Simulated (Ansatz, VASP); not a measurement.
## PbSe: VASP beside Ansatz

```
Pb Se
1.0
     0.00000    3.08092    3.08092
     3.08092    0.00000    3.08092
     3.08092    3.08092    0.00000
Pb Se
1 1
Direct
  0.00000 0.00000 0.00000
  0.50000 0.50000 0.50000
```

Alike in both runs: task single point; functional PBE-based screened hybrid; k mesh 4 × 4 × 4; occupations fermi-dirac, width 0.05 eV; no spin polarisation.

|  | VASP | Ansatz |
| --- | --- | --- |
| version | VASP 6.6.1 | Ansatz 0.2.0 |
| potentials or method | VASP PAW PBE potentials, release 64 (Pb_d, Se) | Ansatz PAW |
| plane-wave cutoff (eV) | 520 | 420 |
| valence electrons in the cell | 20 | 30 |

VASP gave:

| Property | Result |
| --- | --- |
| gap on the k mesh at the Fermi level (eV) | 0.66 |
| least direct gap on the mesh (eV) | 0.66 |
| pressure (GPa) | 0.3 |

Q: What did Ansatz give for the same quantities?

A: gap on the k mesh at the Fermi level (eV): 0.65; least direct gap on the mesh (eV): 0.65; pressure (GPa): 0.4.

VASP's potentials were made for PBE, not for PBE-based screened hybrid. VASP's potentials hold 20 valence electrons a cell and Ansatz's 30, so a difference there can come from the potentials and not from the codes.

The k mesh is coarse, so the values compare programs but aren't converged. Neither program's run includes spin-orbit coupling.
